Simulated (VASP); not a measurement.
Here is a VASP 6.6.1 calculation.

POSCAR

```
Sn
1.0
   -2.9204073744      2.9204073744      1.5885680951
    2.9204073744     -2.9204073744      1.5885680951
    2.9204073744      2.9204073744     -1.5885680951
Sn
2
Direct
    0.7500000000      0.2500000000      0.5000000000
    0.0000000000      0.0000000000      0.0000000000
```

INCAR.step1

```
SYSTEM = Sn
  ALGO = Normal
  EDIFF = 1E-4
  ENCUT = 520
  GGA = PE
  ISMEAR = -1
  LASPH = .True.
  LCHARG = .False.
  LREAL = .False.
  LWAVE = .True.
  NBANDS = 21
  NELM = 60
  PREC = Accurate
  SIGMA = 0.05
```

File INCAR.step2:

```
SYSTEM = Sn
  ALGO = Normal
  EDIFF = 1E-8
  ENCUT = 520
  ISIF = 2
  ISMEAR = -1
  ISTART = 1
  LASPH = .True.
  LCHARG = .False.
  LEFG = .True.
  LMIXTAU = .True.
  LREAL = .False.
  LWAVE = .False.
  METAGGA = R2SCAN
  NBANDS = 21
  NELM = 60
  PREC = Accurate
  SIGMA = 0.05
```

KPOINTS

```
k-points
0
Gamma
  12 12 12
  0 0 0
```

Potentials or basis: VASP PAW PBE potentials, release 64 (Sn_d).

Launch:

```sh
$ cat potpaw_PBE.64/Sn_d/POTCAR > POTCAR
$ cp INCAR.step1 INCAR
$ mpirun -np 1 vasp_std > vasp.out
$ cp INCAR.step2 INCAR
$ mpirun -np 1 vasp_std > vasp.out
```

**Question.** Estimate the band gap on the k mesh.

**Answer.** Zero (bands 14 and 15 overlap by 4.39 eV).

**Question.** Estimate the pressure.

**Answer.** 1.0 GPa.

Stress tensor (GPa, compression positive):
```
0.99 0.00 0.00
0.00 0.99 0.00
0.00 0.00 0.89
```

Caveat: without QUAD_EFG the Cq values of the log hold for a quadrupole moment of 1 mb, not for the nuclei; the PAW data sets were made with another functional, which shifts forces and pressure a little; spin-orbit coupling is left out, which moves the levels of the heavy elements.
